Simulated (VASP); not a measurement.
# Ti (Cmcm) in VASP: notebook

Runs on Ti. Level: PBEsol. Tasks: single point.

Everything below comes from runs of VASP 6.6.1. Logs are shortened: lines on timing, memory, paths and dates and some standing lists are left out, and cuts for length are marked.

## 1. The cell of the first run

Symmetry: Cmcm, No. 63, orthorhombic system. The conventional cell has a = 2.950 Å, b = 5.110 Å, c = 4.686 Å, α = 90.00°, β = 90.00°, γ = 90.00°. Within 3.7 Å of Ti (site symmetry m2m) lie 12 Ti at 2.77 to 2.97 Å.

## 2. Single point, PBEsol (atom 1 (Ti) moved by (+0.225, +0.000) A along y and z)

Contents of INCAR:

```
SYSTEM = Ti
PREC = Accurate
ENCUT = 520
EDIFF = 1E-6
ISMEAR = 0
SIGMA = 0.15
LREAL = .False.
LASPH = .True.
NELM = 80
ALGO = Fast
ISIF = 2
LWAVE = .False.
LCHARG = .True.
GGA = PS
LELF = .True.
LVHAR = .True.
NBANDS = 19
```

Contents of KPOINTS:

```
Automatic mesh
0
Gamma
  18 18 10
  0 0 0
```

Contents of POSCAR:

```
Ti
1.0
    2.9499978604      0.0000000000      0.0000000000
   -1.4749989302      2.5547730882      0.0000000000
    0.0000000000      0.0000000000      4.6860000000
Ti
2
Direct
    0.3773685553      0.7547371106      0.2500000000
    0.6666666667      0.3333333333      0.7500000000
```

Potentials or basis: VASP PAW PBE potentials, release 64 (Ti_sv).

Started as:

```sh
$ cat potpaw_PBE.64/Ti_sv/POTCAR > POTCAR
$ mpirun -np 1 vasp_std > vasp.out
```

OUTCAR:

```text
SYSTEM = Ti
   PREC = Accurate
   ENCUT = 520
   EDIFF = 1E-6
   ISMEAR = 0
   LREAL = .False.
   LASPH = .True.
   NELM = 80
   ISIF = 2
   GGA = PS

 ion  position               nearest neighbor table
   1  0.377  0.755  0.250-   2 2.77   2 2.77
   2  0.667  0.333  0.750-   1 2.77   1 2.77

  LATTYP: Found a hexagonal cell.
 ALAT       =     2.9499978604
 C/A-ratio  =     1.5884757284

  Lattice vectors:

 A1 = (   2.9499978604,   0.0000000000,   0.0000000000)
 A2 = (  -1.4749989302,   2.5547730882,   0.0000000000)
 A3 = (   0.0000000000,   0.0000000000,   4.6860000000)

Analysis of symmetry for initial positions (statically):
=====================================================================
 Subroutine PRICEL returns:
 Original cell was already a primitive cell.

 Routine SETGRP: Setting up the symmetry group for a
 hexagonal supercell.

 Subroutine GETGRP returns: Found  8 space group operations
 (whereof  2 operations were pure point group operations)
 out of a pool of 24 trial point group operations.

The static configuration has the point symmetry C_1h.
 The point group associated with its full space group is D_2h.

Analysis of symmetry for dynamics (positions and initial velocities):
=====================================================================
 Subroutine PRICEL returns:
 Original cell was already a primitive cell.

 Routine SETGRP: Setting up the symmetry group for a
 hexagonal supercell.

 Subroutine GETGRP returns: Found  8 space group operations
 (whereof  2 operations were pure point group operations)
 out of a pool of 24 trial point group operations.

The dynamic configuration has the point symmetry C_1h.
 The point group associated with its full space group is D_2h.

 Subroutine INISYM returns: Found  8 space group operations
 (whereof  2 operations are pure point group operations),
 and found     1 'primitive' translations

----------------------------------------------------------------------------------------

                                     Primitive cell

  volume of cell :      35.3164

  direct lattice vectors                    reciprocal lattice vectors
     2.949997860  0.000000000  0.000000000     0.338983297  0.195712098  0.000000000
    -1.474998930  2.554773088  0.000000000     0.000000000  0.391424195  0.000000000
     0.000000000  0.000000000  4.686000000     0.000000000  0.000000000  0.213401622

  length of vectors
     2.949997860  2.949997860  4.686000000     0.391424195  0.391424195  0.213401622

  position of ions in fractional coordinates (direct lattice)
     0.377368555  0.754737111  0.250000000
     0.666666667  0.333333333  0.750000000

  ion indices of the primitive-cell ions
   primitive index   ion index
                 1           1
                 2           2

----------------------------------------------------------------------------------------

 KPOINTS: Automatic mesh

Automatic generation of k-mesh.
 Grid dimensions read from file:
 generate k-points for:   18   18   10

 Generating k-lattice:

  Cartesian coordinates                     Fractional coordinates (reciprocal lattice)
     0.018832405  0.010872894  0.000000000     0.055555556  0.000000000  0.000000000
     0.000000000  0.021745789  0.000000000     0.000000000  0.055555556  0.000000000
     0.000000000  0.000000000  0.021340162     0.000000000  0.000000000  0.100000000

  Length of vectors
     0.021745789  0.021745789  0.021340162

  Shift w.r.t. Gamma in fractional coordinates (k-lattice)
     0.000000000  0.000000000  0.000000000

 Subroutine IBZKPT returns following result:
 ===========================================

 Found    546 irreducible k-points:

 Following reciprocal coordinates:
            Coordinates               Weight
  0.000000  0.000000  0.000000      1.000000
  0.055556  0.000000  0.000000      4.000000
  0.000000  0.055556  0.000000      2.000000
  0.111111  0.000000  0.000000      4.000000
  0.000000  0.111111  0.000000      2.000000
  0.166667  0.000000  0.000000      4.000000
[... 16 lines left out ...]
 -0.055556  0.166667  0.000000      4.000000
 -0.166667  0.111111  0.000000      4.000000
 [... further k-points ...]
   k-points           NKPTS =    546   k-points in BZ     NKDIM =    546   number of bands    NBANDS=     19
   number of dos      NEDOS =    301   number of ions     NIONS =      2
   total plane-waves  NPLWV =  20736
   dimension x,y,z NGX =    24 NGY =   24 NGZ =   36
   dimension x,y,z NGXF=    48 NGYF=   48 NGZF=   72
   ions per type =               2
   NGX,Y,Z   is equivalent  to a cutoff of  13.53, 13.53, 12.77 a.u.
   NGXF,Y,Z  is equivalent  to a cutoff of  27.05, 27.05, 25.54 a.u.
 SYSTEM =  Ti
   PREC   = accura    normal or accurate (medium, high low for compatibility)
   ISTART =      0    job   : 0-new  1-cont  2-samecut
   ICHARG =      2    charge: 1-file 2-atom 10-const
   ISPIN  =      1    spin polarized calculation?
   LNONCOLLINEAR =      F non collinear calculations
   LSORBIT =      F    spin-orbit coupling
   LASPH  =      T    aspherical Exc in radial PAW
   ENCUT  =  520.0 eV  38.22 Ry    6.18 a.u.   5.49  5.49  8.71*2*pi/ulx,y,z
   NELM   =     80;   NELMIN=  2; NELMDL= -5     # of ELM steps
   EDIFF  = 0.1E-05   stopping-criterion for ELM
   LREAL  =      F    real-space projection
   EDIFFG = 0.1E-04   stopping-criterion for IOM
   NSW    =      0    number of steps for IOM
   IBRION =     -1    ionic relax: 0-MD 1-quasi-New 2-CG
   NFREE  =      0    steps in history (QN), initial steepest desc. (CG)
   ISIF   =      2    stress and relaxation
   ISYM   =      2    0-nonsym 1-usesym 2-fastsym
   POTIM  = 0.5000    time-step for ionic-motion
   TEBEG  =    0.0;   TEEND  =   0.0 temperature during run
   PSTRESS=    0.0 pullay stress
   NELECT =      24.0000    total number of electrons
   NUPDOWN=      -1.0000    fix difference up-down
   EMIN   =  10.00;   EMAX   =-10.00  energy-range for DOS
   EFERMI =   0.00;   METHOD = LEGACY
   ISMEAR =     0;   SIGMA  =   0.15  broadening in eV -4-tet -1-fermi 0-gaus
   EFERMI_NEDOS =   21; number of points for ismear=-14 and -15
   IALGO  =     68    algorithm
   IMIX   =      4    mixing-type and parameters
     AMIX     =   0.40;   BMIX     =  1.00
     AMIX_MAG =   1.60;   BMIX_MAG =  1.00
  volume/ion in A,a.u.               =      17.66       119.16
  Fermi-wavevector in a.u.,A,eV,Ry     =   1.439306  2.719894 28.185854  2.071602
  Thomas-Fermi vector in A             =   2.558176
   LORBIT       =      0    0 simple, 1 ext, 2 COOP (PROOUT), +10 PAW based schemes
   GGA     = PS    functional components
   LHFCALC =     F    Hartree Fock is set to
   AEXX    =    0.0000 exact exchange contribution
   IVDW    =     0    specifies the selected vdW correction
   LEPSILON=     F    determine dielectric tensor
   LRPA    =     F    only Hartree local field effects (RPA)
 non-spin polarized calculation
 RMM-DIIS sequential band-by-band and
 Gauss-broadening in eV      SIGMA  =   0.15
  energy-cutoff  :      520.00
  volume of cell :       35.32
 maximum number of plane-waves:       980
 NGX is ok and might be reduce to    24
   NGX = 11   NGY = 11   NGZ = 17

 number of electron      24.0000001 magnetization

 Free energy of the ion-electron system (eV)
  ---------------------------------------------------
  ext. energy  EPLUGINS =         0.00000000
  ---------------------------------------------------
  free energy    TOTEN  =       -16.61712734 eV

  energy without entropy =      -16.58800642  energy(sigma->0) =      -16.60256688

 E-fermi :   7.9884     XC(G=0): -11.5539

 val. band max:        7.9869839046   @ k =  -0.0556   0.3333   0.3000
 cond. band min:       7.9886586055   @ k =   0.0000   0.0000   0.4000
 fundamental gap:      0.0016747009
 Fermi energy:         7.9883937729

 k-point     1 :       0.0000    0.0000    0.0000
  band No.  band energies     occupation
      1     -48.6138      2.00000
      2     -48.4781      2.00000
      3     -25.2923      2.00000
      4     -24.6918      2.00000
      5     -24.6415      2.00000
      6     -24.5989      2.00000
[... 11 lines left out ...]
     18      10.0465      0.00000
     19      10.7295      0.00000

 k-point     2 :       0.0556    0.0000    0.0000
  band No.  band energies     occupation
      1     -48.6110      2.00000
      2     -48.4768      2.00000
      3     -25.2863      2.00000
      4     -24.6985      2.00000
      5     -24.6531      2.00000
      6     -24.6098      2.00000
[... 11 lines left out ...]
     18       9.9788      0.00000
     19      10.9401      0.00000

 k-point     3 :       0.0000    0.0556    0.0000
  band No.  band energies     occupation
      1     -48.6108      2.00000
      2     -48.4771      2.00000
      3     -25.2850      2.00000
      4     -24.7048      2.00000
      5     -24.6481      2.00000
      6     -24.5987      2.00000
[... 11 lines left out ...]
     18       9.9521      0.00000
     19      10.8026      0.00000

 k-point     4 :       0.1111    0.0000    0.0000
  band No.  band energies     occupation
      1     -48.6029      2.00000
      2     -48.4731      2.00000
      3     -25.2690      2.00000
      4     -24.7238      2.00000
      5     -24.6809      2.00000
      6     -24.6439      2.00000
[... 11 lines left out ...]
     18       9.8440      0.00000
     19      11.2009      0.00000

 k-point     5 :       0.0000    0.1111    0.0000
  band No.  band energies     occupation
      1     -48.6018      2.00000
      2     -48.4741      2.00000
      3     -25.2637      2.00000
      4     -24.7421      2.00000
      5     -24.6651      2.00000
      6     -24.6129      2.00000
[... 11 lines left out ...]
     18       9.7441      0.00000
     19      10.9498      0.00000
[... 334 lines left out ...]
      2     -48.4740      2.00000
      3     -25.2759      2.00000
      4     -24.7059      2.00000
      5     -24.6803      2.00000
      6     -24.6380      2.00000
[... 11 lines left out ...]
     18       9.8315      0.00000
     19      11.4768      0.00000

 k-point    22 :       0.1111    0.0556    0.0000
  band No.  band energies     occupation
      1     -48.5944      2.00000
      2     -48.4704      2.00000
      3     -25.2485      2.00000
      4     -24.7621      2.00000
      5     -24.7048      2.00000
      6     -24.6534      2.00000
[... 11 lines left out ...]
     18       9.8058      0.00000
     19      11.0903      0.00000

 k-point    23 :      -0.0556    0.1667    0.0000
  band No.  band energies     occupation
      1     -48.5935      2.00000
      2     -48.4712      2.00000
      3     -25.2443      2.00000
      4     -24.7721      2.00000
      5     -24.6934      2.00000
      6     -24.6424      2.00000
[... 11 lines left out ...]
     18       9.7222      0.00000
     19      11.0360      0.00000

 k-point    24 :      -0.1667    0.1111    0.0000
  band No.  band energies     occupation
      1     -48.5957      2.00000
      2     -48.4692      2.00000
      3     -25.2547      2.00000
      4     -24.7423      2.00000
      5     -24.7146      2.00000
      6     -24.6783      2.00000
[... 11 lines left out ...]
     18       9.8140      0.00000
     19      11.4862      0.00000

 [... further k-points ...]

------------------------ aborting loop because EDIFF is reached ----------------------------------------

  FORCE on cell =-STRESS in cart. coord.  units (eV):
  Direction    XX          YY          ZZ          XY          YZ          ZX
  --------------------------------------------------------------------------------------
  -------------------------------------------------------------------------------------
  Total       -2.0023615     -0.8168855     -1.3297124     -0.0000000     -0.0000000      0.0000000
  in kB      -90.8399230    -37.0591511    -60.3242565     -0.0000000     -0.0000000      0.0000000
  external PRESSURE =     -62.7411102 kB  Pullay stress =       0.0000000 kB

 VOLUME and BASIS-vectors are now :
 -----------------------------------------------------------------------------
  energy-cutoff  :      520.00
  volume of cell :       35.32
      direct lattice vectors                 reciprocal lattice vectors
     2.949997860  0.000000000  0.000000000     0.338983297  0.195712098  0.000000000
    -1.474998930  2.554773088  0.000000000     0.000000000  0.391424195  0.000000000
     0.000000000  0.000000000  4.686000000     0.000000000  0.000000000  0.213401622

 POSITION                                       TOTAL-FORCE (eV/Angst)
 -----------------------------------------------------------------------------------
      0.00000      1.92818      1.17150         0.000000     -0.296681      0.000000
      1.47500      0.85159      3.51450         0.000000      0.296681      0.000000
 -----------------------------------------------------------------------------------
    total drift:                               -0.000001     -0.000024     -0.000000

  FREE ENERGIE OF THE ION-ELECTRON SYSTEM (eV)
  ---------------------------------------------------
  free  energy   TOTEN  =       -16.6171273400 eV

  energy  without entropy=      -16.5880064176  energy(sigma->0) =      -16.60256688
```

Run time: 13 min. Hardware: 1 thread of Intel Xeon Platinum 8259CL at 2.50GHz (Skylake/Cascade Lake), shared host; peak memory 0.4 GiB.

What came out:

```
Free energy            : -16.6171 eV
Pressure               : -6.3 GPa
Largest force          : 0.297 eV/Å
Band gap on the k mesh : zero (bands 12 and 13 overlap by 1.17 eV)
```

Forces on the atoms (eV/Å):
```
Ti   0.000 -0.297  0.000
Ti   0.000  0.297  0.000
```

Stress tensor (GPa, compression positive):
```
-9.08  0.00  0.00
 0.00 -3.71  0.00
 0.00  0.00 -6.03
```

Levels at points of the mesh, in eV from the Fermi level:
| k point | band 9 | band 10 | band 11 | band 12 | band 13 | band 14 | band 15 | band 16 |
| --- | --- | --- | --- | --- | --- | --- | --- | --- |
| (0.00, 0.00, 0.00) | -6.12 | -2.59 | 0.71 | 0.76 | 0.77 | 0.92 | 1.16 | 1.37 |
| (0.50, 0.00, 0.00) | -2.38 | -2.01 | -1.91 | -0.52 | 0.55 | 1.00 | 1.17 | 3.40 |
| (0.00, 0.50, 0.00) | -2.11 | -2.05 | -1.38 | -0.64 | 0.02 | 0.62 | 1.01 | 3.26 |
| (0.00, 0.00, 0.50) | -4.29 | -4.29 | 0.08 | 0.08 | 0.66 | 0.66 | 0.86 | 0.86 |
| (0.50, 0.00, 0.50) | -2.40 | -2.40 | -0.88 | -0.88 | 1.21 | 1.21 | 1.96 | 1.96 |
| (0.00, 0.50, 0.50) | -2.55 | -2.55 | -0.68 | -0.68 | 1.37 | 1.37 | 1.79 | 1.79 |

Caveat: the cell differs from its parent crystal (atom 1 (Ti) moved by (+0.225, +0.000) A along y and z); the stress differs along the axes, from -9 to -4 GPa; the PAW data sets were made with another functional, which shifts forces and pressure a little.

## 3. Single point, PBEsol (atom 1 (Ti) moved by (-0.450, +0.000) A along y and z)

Contents of INCAR:

```
SYSTEM = Ti
  PREC = Accurate
  ENCUT = 520
  EDIFF = 1E-6
  ISMEAR = 0
  SIGMA = 0.15
  LREAL = .False.
  LASPH = .True.
  NELM = 60
  ALGO = Fast
  ISIF = 2
  LWAVE = .False.
  LCHARG = .False.
  GGA = PS
  NBANDS = 19
```

KPOINTS is that of step 2.

POSCAR, as its differences from that of step 2:

```diff
@@ -8,3 +8,3 @@
 Direct
-    0.3773685553      0.7547371106      0.2500000000
+    0.2452628894      0.4905257788      0.2500000000
     0.6666666667      0.3333333333      0.7500000000
```

Potentials or basis: VASP PAW PBE potentials, release 64 (Ti_sv).

Started as:

```sh
$ cat potpaw_PBE.64/Ti_sv/POTCAR > POTCAR
$ mpirun -np 1 vasp_std > vasp.out
```

It took 12 min on 1 thread of AMD EPYC 9R45 (Zen 5), shared host; peak memory 0.36 GiB.

The run converged. Its results:

| Property | Result |
| --- | --- |
| Free energy | -16.5444 eV |
| Pressure | -6.4 GPa |
| Largest force | 0.376 eV/Å |
| Band gap on the k mesh | zero (bands 12 and 13 overlap by 1.00 eV) |

Forces on the atoms (eV/Å):
```
Ti   0.000  0.376  0.000
Ti   0.000 -0.376  0.000
```

Stress tensor (GPa, compression positive):
```
-4.34  0.00  0.00
 0.00 -9.77  0.00
 0.00  0.00 -5.11
```

Levels at points of the mesh, in eV from the Fermi level:
```tsv
k point	band 10	band 11	band 12	band 13	band 14	band 15
(0.00, 0.00, 0.00)	-2.50	0.35	0.73	0.87	1.15	1.25
(0.50, 0.00, 0.00)	-1.87	-1.22	-0.45	0.04	0.71	1.11
(0.00, 0.50, 0.00)	-2.17	-2.01	-0.28	0.38	1.68	2.15
(0.00, 0.00, 0.50)	-4.20	0.20	0.20	0.90	0.90	1.03
(0.50, 0.00, 0.50)	-2.47	-0.79	-0.79	1.42	1.42	2.27
(0.00, 0.50, 0.50)	-2.03	-1.05	-1.05	1.36	1.36	1.80
```

Caveat: the cell differs from its parent crystal (atom 1 (Ti) moved by (-0.450, +0.000) A along y and z); the stress differs along the axes, from -10 to -4 GPa; the PAW data sets were made with another functional, which shifts forces and pressure a little.

## 4. Single point, PBEsol (atom 1 (Ti) moved by (+0.450, +0.000) A along y and z)

Contents of INCAR:

```
PREC     = Accurate       # precision mode
ENCUT    = 520            # plane-wave cutoff, eV
EDIFF    = 1E-6           # SCF threshold, eV
ISMEAR   = 0              # smearing method
SIGMA    = 0.15           # smearing width, eV
LREAL    = F              # projectors in reciprocal space
LASPH    = T              # aspherical terms in the spheres
NELM     = 60             # most SCF steps
ALGO     = Fast           # electronic algorithm
ISIF     = 2              # what is computed and relaxed
LWAVE    = F              # write WAVECAR
LCHARG   = F              # write CHGCAR
GGA      = PS             # functional
NBANDS   = 19             # bands
```

Contents of KPOINTS:

```
Automatic mesh
0
Gamma
  18 18 10
```

POSCAR, as its differences from that of step 3:

```diff
@@ -8,3 +8,3 @@
 Direct
-    0.2452628894      0.4905257788      0.2500000000
+    0.4214037773      0.8428075545      0.2500000000
     0.6666666667      0.3333333333      0.7500000000
```

Started as:

```sh
$ cat potpaw_PBE.64/Ti_sv/POTCAR > POTCAR
$ mpirun -np 1 vasp_std > vasp.out
```

It took 12 min on 1 thread of AMD EPYC 9R45 (Zen 5), shared host; peak memory 0.37 GiB.

Results (log left out):

- Free energy: -16.5278 eV
- Pressure: -6.9 GPa
- Largest force: 0.510 eV/Å
- Band gap on the k mesh: zero (bands 12 and 13 overlap by 1.35 eV)

Forces on the atoms (eV/Å):
```
Ti   0.000 -0.510  0.000
Ti   0.000  0.510  0.000
```

Stress tensor (GPa, compression positive):
```
-12.23   0.00   0.00
  0.00  -3.09   0.00
  0.00   0.00  -5.47
```

Levels at points of the mesh, in eV from the Fermi level:
```
           k point  band 10  band 11  band 12  band 13  band 14  band 15
(0.00, 0.00, 0.00)    -2.41     0.44     0.88     0.89     1.10     1.11
(0.50, 0.00, 0.00)    -1.97    -1.77    -0.35     0.85     0.99     1.48
(0.00, 0.50, 0.00)    -1.71    -0.79    -0.61    -0.47     0.73     0.94
(0.00, 0.00, 0.50)    -4.19     0.02     0.02     0.72     0.72     1.10
(0.50, 0.00, 0.50)    -2.25    -1.00    -1.00     1.08     1.08     2.48
(0.00, 0.50, 0.50)    -2.51    -0.63    -0.63     1.49     1.49     1.89
```

Caveat: the cell differs from its parent crystal (atom 1 (Ti) moved by (+0.450, +0.000) A along y and z); the stress differs along the axes, from -12 to -3 GPa; the PAW data sets were made with another functional, which shifts forces and pressure a little.

(Continued in part 2 of 2.)
